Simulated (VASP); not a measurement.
# MnO (Fm-3m) in VASP: further runs, part 3 of 3

VASP 6.6.1. The steps go on from the part before.

### 5 Single point, PBEsol, collinear spin, ferromagnetic start

File INCAR:

```
PREC = Accurate
ENCUT = 520
EDIFF = 1E-6
ISMEAR = -1
SIGMA = 0.05
LREAL = False
LASPH = True
NELM = 150
ALGO = Normal
ISIF = 2
LWAVE = False
LCHARG = False
ISPIN = 2
MAGMOM = 4 0
LORBIT = 11
LMAXMIX = 4
GGA = PS
NBANDS = 20
```

File KPOINTS:

```
Automatic mesh
0
Gamma
  10 10 10
```

File POSCAR:

```
MnO
1.0
    0.0000000000      2.2239077028      2.2239077028
    2.2239077028      0.0000000000      2.2239077028
    2.2239077028      2.2239077028      0.0000000000
Mn O
1 1
Direct
    0.0000000000      0.0000000000      0.0000000000
    0.5000000000      0.5000000000      0.5000000000
```

Potentials or basis: VASP PAW PBE potentials, release 64 (Mn_pv, O).

Started as:

```console
> cat potpaw_PBE.64/Mn_pv/POTCAR potpaw_PBE.64/O/POTCAR > POTCAR
> mpirun -np 1 vasp_std > vasp.out
```

OUTCAR:

```text
PREC = Accurate
   ENCUT = 520
   EDIFF = 1E-6
   ISMEAR = -1
   LREAL = False
   LASPH = True
   NELM = 150
   ISIF = 2
   ISPIN = 2
   LORBIT = 11
   GGA = PS

 ion  position               nearest neighbor table
   1  0.000  0.000  0.000-   2 2.22   2 2.22   2 2.22   2 2.22   2 2.22   2 2.22
   2  0.500  0.500  0.500-   1 2.22   1 2.22   1 2.22   1 2.22   1 2.22   1 2.22

  LATTYP: Found a face centered cubic cell.
 ALAT       =     4.4478154056

  Lattice vectors:

 A1 = (   0.0000000000,   2.2239077028,   2.2239077028)
 A2 = (   2.2239077028,   0.0000000000,   2.2239077028)
 A3 = (   2.2239077028,   2.2239077028,   0.0000000000)

Analysis of symmetry for initial positions (statically):
=====================================================================
 Subroutine PRICEL returns:
 Original cell was already a primitive cell.

 Routine SETGRP: Setting up the symmetry group for a
 face centered cubic supercell.

 Subroutine GETGRP returns: Found 48 space group operations
 (whereof 48 operations were pure point group operations)
 out of a pool of 48 trial point group operations.

The static configuration has the point symmetry O_h .

Analysis of symmetry for dynamics (positions and initial velocities):
=====================================================================
 Subroutine PRICEL returns:
 Original cell was already a primitive cell.

 Routine SETGRP: Setting up the symmetry group for a
 face centered cubic supercell.

 Subroutine GETGRP returns: Found 48 space group operations
 (whereof 48 operations were pure point group operations)
 out of a pool of 48 trial point group operations.

The dynamic configuration has the point symmetry O_h .

Analysis of structural, dynamic, and magnetic symmetry:
=====================================================================
 Subroutine PRICEL returns:
 Original cell was already a primitive cell.

 Routine SETGRP: Setting up the symmetry group for a
 face centered cubic supercell.

 Subroutine GETGRP returns: Found 48 space group operations
 (whereof 48 operations were pure point group operations)
 out of a pool of 48 trial point group operations.

The overall configuration has the point symmetry O_h .

 Subroutine INISYM returns: Found 48 space group operations
 (whereof 48 operations are pure point group operations),
 and found     1 'primitive' translations

----------------------------------------------------------------------------------------

                                     Primitive cell

  volume of cell :      21.9979

  direct lattice vectors                    reciprocal lattice vectors
     0.000000000  2.223907703  2.223907703    -0.224829474  0.224829474  0.224829474
     2.223907703  0.000000000  2.223907703     0.224829474 -0.224829474  0.224829474
     2.223907703  2.223907703  0.000000000     0.224829474  0.224829474 -0.224829474

  length of vectors
     3.145080435  3.145080435  3.145080435     0.389416073  0.389416073  0.389416073

  position of ions in fractional coordinates (direct lattice)
     0.000000000  0.000000000  0.000000000
     0.500000000  0.500000000  0.500000000

  ion indices of the primitive-cell ions
   primitive index   ion index
[... 64 lines left out ...]
 SYSTEM =  unknown system
   PREC   = accura    normal or accurate (medium, high low for compatibility)
   ISTART =      0    job   : 0-new  1-cont  2-samecut
   ICHARG =      2    charge: 1-file 2-atom 10-const
   ISPIN  =      2    spin polarized calculation?
   LNONCOLLINEAR =      F non collinear calculations
   LSORBIT =      F    spin-orbit coupling
   LASPH  =      T    aspherical Exc in radial PAW
   ENCUT  =  520.0 eV  38.22 Ry    6.18 a.u.   5.85  5.85  5.85*2*pi/ulx,y,z
   NELM   =    150;   NELMIN=  2; NELMDL= -5     # of ELM steps
   EDIFF  = 0.1E-05   stopping-criterion for ELM
   LREAL  =      F    real-space projection
   EDIFFG = 0.1E-04   stopping-criterion for IOM
   NSW    =      0    number of steps for IOM
   IBRION =     -1    ionic relax: 0-MD 1-quasi-New 2-CG
   NFREE  =      0    steps in history (QN), initial steepest desc. (CG)
   ISIF   =      2    stress and relaxation
   ISYM   =      2    0-nonsym 1-usesym 2-fastsym
   POTIM  = 0.5000    time-step for ionic-motion
   TEBEG  =    0.0;   TEEND  =   0.0 temperature during run
   PSTRESS=    0.0 pullay stress
   NELECT =      19.0000    total number of electrons
   NUPDOWN=      -1.0000    fix difference up-down
   EMIN   =  10.00;   EMAX   =-10.00  energy-range for DOS
   EFERMI =   0.00;   METHOD = LEGACY
   ISMEAR =    -1;   SIGMA  =   0.05  broadening in eV -4-tet -1-fermi 0-gaus
   EFERMI_NEDOS =   21; number of points for ismear=-14 and -15
   IALGO  =     38    algorithm
   IMIX   =      4    mixing-type and parameters
     AMIX     =   0.40;   BMIX     =  1.00
     AMIX_MAG =   1.60;   BMIX_MAG =  1.00
  volume/ion in A,a.u.               =      11.00        74.22
  Fermi-wavevector in a.u.,A,eV,Ry     =   1.559071  2.946217 33.071721  2.430703
  Thomas-Fermi vector in A             =   2.662483
   LORBIT       =     11    0 simple, 1 ext, 2 COOP (PROOUT), +10 PAW based schemes
   GGA     = PS    functional components
   LHFCALC =     F    Hartree Fock is set to
   AEXX    =    0.0000 exact exchange contribution
   IVDW    =     0    specifies the selected vdW correction
   LEPSILON=     F    determine dielectric tensor
   LRPA    =     F    only Hartree local field effects (RPA)
 spin polarized calculation
  energy-cutoff  :      520.00
  volume of cell :       22.00
 maximum number of plane-waves:       609
   NGX = 11   NGY = 11   NGZ = 11

 number of electron      18.9999991 magnetization       4.7662832

 Free energy of the ion-electron system (eV)
  ---------------------------------------------------
  ext. energy  EPLUGINS =         0.00000000
  ---------------------------------------------------
  free energy    TOTEN  =       -17.21658152 eV

  energy without entropy =      -17.20785068  energy(sigma->0) =      -17.21221610

 E-fermi :   7.3816     XC(G=0): -12.0953

 val. band max:        7.3667955174   @ k =  -0.2000   0.2000   0.0000
 cond. band min:       7.3840994066   @ k =  -0.3000   0.1000   0.0000
 fundamental gap:      0.0173038893
 Fermi energy:         7.3816287092

 spin component 1

 k-point     1 :       0.0000    0.0000    0.0000
  band No.  band energies     occupation
      1     -42.8143      1.00000
      2     -42.8143      1.00000
      3     -42.8143      1.00000
      4     -12.8335      1.00000
      5       3.6089      1.00000
      6       3.6089      1.00000
[... 541 lines left out ...]
     19      31.9185      0.00000
     20      33.6630      0.00000

 [... further k-points ...]

 spin component 2

 k-point     1 :       0.0000    0.0000    0.0000
  band No.  band energies     occupation
      1     -38.2099      1.00000
      2     -38.2099      1.00000
      3     -38.2099      1.00000
      4     -12.3591      1.00000
      5       4.0365      1.00000
      6       4.0365      1.00000
[... 541 lines left out ...]
     19      33.0347      0.00000
     20      34.7387      0.00000

 [... further k-points ...]

------------------------ aborting loop because EDIFF is reached ----------------------------------------

  FORCE on cell =-STRESS in cart. coord.  units (eV):
  Direction    XX          YY          ZZ          XY          YZ          ZX
  --------------------------------------------------------------------------------------
  -------------------------------------------------------------------------------------
  Total       -0.9499211     -0.9499211     -0.9499211      0.0000000      0.0000000      0.0000000
  in kB      -69.1859413    -69.1859413    -69.1859413      0.0000000      0.0000000      0.0000000
  external PRESSURE =     -69.1859413 kB  Pullay stress =       0.0000000 kB

 VOLUME and BASIS-vectors are now :
 -----------------------------------------------------------------------------
  energy-cutoff  :      520.00
  volume of cell :       22.00
      direct lattice vectors                 reciprocal lattice vectors
     0.000000000  2.223907703  2.223907703    -0.224829474  0.224829474  0.224829474
     2.223907703  0.000000000  2.223907703     0.224829474 -0.224829474  0.224829474
     2.223907703  2.223907703  0.000000000     0.224829474  0.224829474 -0.224829474

 POSITION                                       TOTAL-FORCE (eV/Angst)
 -----------------------------------------------------------------------------------
      0.00000      0.00000      0.00000         0.000000      0.000000      0.000000
      2.22391      2.22391      2.22391        -0.000000     -0.000000     -0.000000
 -----------------------------------------------------------------------------------
    total drift:                                0.000000     -0.000000     -0.000000

  FREE ENERGIE OF THE ION-ELECTRON SYSTEM (eV)
  ---------------------------------------------------
  free  energy   TOTEN  =       -17.2165815205 eV

  energy  without entropy=      -17.2078506794  energy(sigma->0) =      -17.21221610

 total charge

# of ion       s       p       d       tot
------------------------------------------
    1        0.206   6.180   4.972  11.357
    2        1.556   3.391   0.000   4.948
--------------------------------------------------
tot          1.762   9.571   4.972  16.304

 magnetization (x)

# of ion       s       p       d       tot
------------------------------------------
    1        0.033   0.026   4.259   4.319
    2        0.030   0.170   0.000   0.199
--------------------------------------------------
tot          0.063   0.196   4.259   4.518
```

OSZICAR:

```text
N       E                     dE             d eps       ncg     rms          rms(c)
DAV:   1     0.169731830290E+03    0.16973E+03   -0.10402E+04  3792   0.112E+03
DAV:   2    -0.108829854380E+02   -0.18061E+03   -0.16810E+03  3876   0.328E+02
DAV:   3    -0.193467241141E+02   -0.84637E+01   -0.83647E+01  4264   0.764E+01
DAV:   4    -0.194101130377E+02   -0.63389E-01   -0.63374E-01  4268   0.683E+00
DAV:   5    -0.194106661136E+02   -0.55308E-03   -0.55307E-03  4224   0.637E-01    0.134E+01
DAV:   6    -0.175717924619E+02    0.18389E+01   -0.95562E+00  5088   0.350E+01    0.133E+01
DAV:   7    -0.172300076060E+02    0.34178E+00   -0.12736E+00  4396   0.164E+01    0.781E+00
DAV:   8    -0.172311854826E+02   -0.11779E-02   -0.11729E-01  4088   0.253E+00    0.478E+00
DAV:   9    -0.172100890104E+02    0.21096E-01   -0.41435E-02  4100   0.217E+00    0.152E+00
DAV:  10    -0.172166188647E+02   -0.65299E-02   -0.72193E-03  4004   0.100E+00    0.227E-01
DAV:  11    -0.172164684210E+02    0.15044E-03   -0.15372E-03  4336   0.344E-01    0.162E-01
DAV:  12    -0.172165730564E+02   -0.10464E-03   -0.10202E-04  4384   0.125E-01    0.424E-02
DAV:  13    -0.172165741249E+02   -0.10685E-05   -0.13744E-05  4268   0.330E-02    0.272E-02
DAV:  14    -0.172165818167E+02   -0.76918E-05   -0.48120E-06  4144   0.183E-02    0.572E-03
DAV:  15    -0.172165815205E+02    0.29618E-06   -0.47596E-07  2304   0.629E-03
   1 F= -.17216582E+02 E0= -.17212216E+02  d E =-.873084E-02  mag=     4.7663
```

Run time: 18 s. Hardware: 1 thread of Intel Xeon 6975P-C (Granite Rapids), shared host; peak memory 0.16 GiB.

Results:

```yaml
Free_energy: -17.2166 eV
Pressure: -6.9 GPa
Net_moment: 4.77 μB per cell
Site_moments: Mn +4.32; O +0.20 μB
Valence_electrons_inside_the_program's_atomic_spheres: Mn 11.36; O 4.95
```

Levels at points of the mesh, in eV from the Fermi level:
Spin up:
```tsv
k point	band 10	band 11	band 12	band 13	band 14	band 15
(0.00, 0.00, 0.00)	-3.21	-2.69	-2.69	-0.61	13.77	16.17
(0.50, 0.00, 0.00)	-1.86	0.22	0.22	3.33	7.65	11.71
(0.50, 0.50, 0.00)	-2.02	-2.02	-1.90	4.90	7.71	10.26
```
Spin down:
| k point | band 4 | band 5 | band 6 | band 7 | band 8 | band 9 | band 10 | band 11 |
| --- | --- | --- | --- | --- | --- | --- | --- | --- |
| (0.00, 0.00, 0.00) | -19.74 | -3.35 | -3.35 | -3.35 | 0.69 | 0.70 | 0.70 | 0.70 |
| (0.50, 0.00, 0.00) | -18.76 | -7.40 | -4.85 | -4.85 | 1.90 | 1.94 | 1.94 | 3.63 |
| (0.50, 0.50, 0.00) | -18.80 | -6.44 | -4.33 | -4.33 | -0.90 | 1.94 | 2.14 | 2.38 |

Caveat: the PAW data sets were made with another functional, which shifts forces and pressure a little; a cell with one magnetic atom can't hold antiferromagnetic order, which such compounds often take; semilocal functionals often make such compounds metallic where correlation or magnetic order opens a gap, which also shifts bond lengths.

### 6 Overview

```csv
level,k mesh,gap on the mesh (eV),pressure (GPa),moment (μB)
revPBE,6 × 6 × 6,none,3.1,4.75
BLYP,6 × 6 × 6,none,3.8,4.71
r2SCAN,6 × 6 × 6,none,0.4,4.99
PBEsol,10 × 10 × 10,none,-6.9,4.77
```

Alike in all rows: task single point; potentials or basis VASP PAW PBE potentials, release 64 (Mn_pv, O); spin collinear, ferromagnetic start; cell as given; cutoff (eV) 520; smearing fermi-dirac 0.05 eV.

Caveats: some runs use coarse meshes; the PAW data sets were made with another functional, which shifts forces and pressure a little; a cell with one magnetic atom can't hold antiferromagnetic order, which such compounds often take; semilocal functionals often make such compounds metallic where correlation or magnetic order opens a gap, which also shifts bond lengths.

Absolute energies hang on the potentials; compare differences alone.
